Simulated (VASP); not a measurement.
Crystal: LiH.

```
Li H
1.0
     0.00000    2.00862    2.00862
     2.00862    0.00000    2.00862
     2.00862    2.00862    0.00000
Li H
1 1
Direct
  0.00000 0.00000 0.00000
  0.50000 0.50000 0.50000
```

* Program: VASP 6.6.1
* Task: relaxation of cell and atoms
* Functional: LDA
* Potentials or basis: VASP PAW LDA potentials, release 64 (Li_sv, H)
* Cutoff: 750 eV
* k mesh: 10 × 10 × 10
* Occupations: gaussian, width 0.02 eV
* Spin: no spin polarisation

At the start: pressure -3.0 GPa; volume 8.10 Å³/atom.

Task: How do energy, volume and symmetry change on relaxing?

Result: Over 4 steps the energy falls by 6.7 meV/atom and the volume is 7.44 Å³/atom (-8.2 %); space group Fm-3m (No. 225, to 0.1 Å) before and after.

Step by step:
| step | energy change (eV) | largest force (eV/Å) | pressure (GPa) | volume (Å³) |
| --- | --- | --- | --- | --- |
| 1 | 0.0000 | 0.0000 | -3.04 | 16.21 |
| 2 | -0.0060 | 0.0000 | -2.33 | 15.85 |
| 3 | -0.0129 | 0.0000 | -0.58 | 15.11 |
| 4 | -0.0133 | 0.0000 | 0.03 | 14.88 |

Final structure:
```yaml
crystal:
  lattice:
    - [0.00000, 1.95218, 1.95218]
    - [1.95218, 0.00000, 1.95218]
    - [1.95218, 1.95218, 0.00000]
  atoms:
    - { symbol: Li, position: [0.00000, 0.00000, 0.00000] }
    - { symbol: H, position: [0.50000, 0.50000, 0.50000] }
```
